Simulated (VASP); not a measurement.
**Al6N5 (a cell with a defect): single point with PBE**

The system is Al6N5 (a cell with a defect).

```
Al N
1.0
     1.65675    2.86957   -4.18746
     1.65675   -2.86957   -4.18746
    -3.31350    0.00000   -4.18746
Al N
6 5
Direct
  0.75000 0.08333 0.41667
  0.41667 0.75000 0.08333
  0.08333 0.41667 0.75000
  0.91667 0.58333 0.25000
  0.58333 0.25000 0.91667
  0.25000 0.91667 0.58333
  0.58333 0.91667 0.25000
  0.25000 0.58333 0.91667
  0.75000 0.41667 0.08333
  0.30171 0.10009 0.89846
  0.08333 0.75000 0.41667
```

This cell differs from its parent crystal: atoms taken out, atom 10 moved -0.125 of the way to it and -0.700 Å across, host rigid.

* Program: VASP 6.6.1
* Task: single point
* Functional: PBE
* Potentials or basis: VASP PAW PBE potentials, release 64 (Al, N)
* Cutoff: 520 eV
* k mesh: 6 × 6 × 6
* Occupations: gaussian, width 0.05 eV
* Spin: no spin polarisation
* Dipole correction: no
* Charge: 3
* Further INCAR settings: ALGO = Normal; EDIFF = 1e-06; NBANDS = 32; NELECT = 40.0

The largest force is 5.396 eV/Å.

Forces on the atoms (eV/Å):
```
Al   0.755  0.318  2.239
Al  -3.216  3.169  0.313
Al   0.929 -4.217 -1.782
Al   1.536 -0.884  0.089
Al  -1.769 -0.931 -0.927
Al  -0.465  1.386  0.861
N   -0.983 -0.032 -1.489
N    0.590 -0.200 -0.946
N   -0.434 -0.352 -0.149
N    4.788  1.917  1.584
N   -1.733 -0.173  0.207
```

Levels at points of the mesh, in eV from the Fermi level:
```csv
k point,band 18,band 19,band 20,band 21,band 22,band 23
"(0.00, 0.00, 0.00)",-0.51,-0.27,-0.14,0.56,2.92,3.91
"(0.50, 0.00, 0.00)",-1.17,-0.54,0.01,0.29,2.44,3.66
"(0.00, 0.50, 0.00)",-1.07,-0.57,-0.14,0.57,2.96,3.27
"(0.00, 0.00, 0.50)",-0.78,-0.33,0.08,0.28,2.60,3.29
"(0.50, 0.50, 0.00)",-1.47,-0.89,-0.45,-0.21,2.78,3.72
"(0.50, 0.00, 0.50)",-1.14,-0.55,-0.23,0.29,3.07,3.81
"(0.00, 0.50, 0.50)",-1.29,-0.63,-0.18,0.31,2.78,3.82
"(0.50, 0.50, 0.50)",-1.61,-1.20,-0.77,0.73,2.68,3.72
```

Run time: 4.1 min on 1 thread of AMD EPYC 9R45 96-Core Processor (Zen 5), with other jobs on the host, peak memory 0.41 GiB.

Caveat: the cell carries a net charge on a neutralising background, which shifts energy and pressure; the cell differs from its parent crystal (atoms taken out, atom 10 moved -0.125 of the way to it and -0.700 Å across, host rigid); the cell is charged against a uniform background, so pressure and absolute levels hang on convention.
